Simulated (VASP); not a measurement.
## GaSb (rocksalt type): density of states with LDA

The system is GaSb (rocksalt type).

```
Ga Sb
1.0
     0.00000    2.43243    2.43243
     2.43243    0.00000    2.43243
     2.43243    2.43243    0.00000
Ga Sb
1 1
Direct
  0.00000 0.00000 0.00000
  0.50000 0.50000 0.50000
```

This cell differs from its parent crystal: volume scaled by 0.64.

| Property | Result |
| --- | --- |
| Program | VASP 6.6.1 |
| Task | density of states |
| Functional | LDA |
| Potentials or basis | VASP PAW LDA potentials, release 64 (Ga_d, Sb) |
| Cutoff | 520 eV |
| k mesh | 12 × 12 × 12 |
| Occupations | fermi-dirac, width 0.05 eV |
| Spin | no spin polarisation |
| Dipole correction | no |
| k mesh for the DOS | 18 × 18 × 18 |
| Occupations for the DOS | tetrahedron |
| Further INCAR settings | ALGO = Normal; EDIFF = 1e-07; NBANDS = 16 |

- Valence electrons inside the program's atomic spheres: Ga 12.33; Sb 2.87

Levels at points of the mesh, in eV from the Fermi level:
```csv
k point,band 5,band 6,band 7,band 8,band 9,band 10,band 11,band 12,band 13,band 14
"(0.00, 0.00, 0.00)",-16.34,-16.34,0.03,0.03,0.03,5.76,6.43,6.43,6.43,6.81
"(0.50, 0.00, 0.00)",-16.27,-12.59,-11.18,0.71,0.71,1.87,1.87,4.10,4.14,13.24
"(0.50, 0.50, 0.00)",-16.23,-10.50,-9.22,-4.60,-4.60,-3.24,1.58,13.34,13.34,13.96
```

It took 45 s on 1 thread of Intel(R) Xeon(R) 6975P-C (Granite Rapids), with other jobs on the host, peak memory 0.21 GiB.

Caveat: spin-orbit coupling is left out, which moves the levels of the heavy elements.
